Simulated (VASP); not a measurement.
A run of VASP 6.6.1 is set up as follows.

The input INCAR:

```
SYSTEM = Ir
PREC = Accurate
ENCUT = 500
EDIFF = 1E-6
ISMEAR = 0
SIGMA = 0.15
LREAL = .False.
LASPH = .True.
NELM = 120
ALGO = Normal
ISIF = 2
LWAVE = .False.
LCHARG = .False.
NBANDS = 16
GGA_COMPAT = .False.
```

File KPOINTS:

```
Automatic mesh
0
Gamma
  18 18 10
  0 0 0
```

File POSCAR:

```
Ir
1.0
    2.6512000000      0.0000000000      0.0000000000
   -1.3256000000      2.2960065505      0.0000000000
    0.0000000000      0.0000000000      4.5032000000
Ir
2
Direct
    0.6666666667      0.3333333333      0.7500000000
    0.3333333333      0.6666666667      0.2500000000
```

Potentials or basis: VASP PAW LDA potentials, release 64 (Ir).

The run is started by

```sh
$ cat potpaw_LDA.64/Ir/POTCAR > POTCAR
$ mpirun -np 1 vasp_std > vasp.out
```

(1) Predict the band gap on the k mesh.

(2) Predict the pressure.

Answers

(1) zero (band 9 reaches 12.30 eV, above the bottom of band 10 at 8.47 eV).

(2) 9.4 GPa.

Caveat: spin-orbit coupling is left out, which moves the levels of the heavy elements.
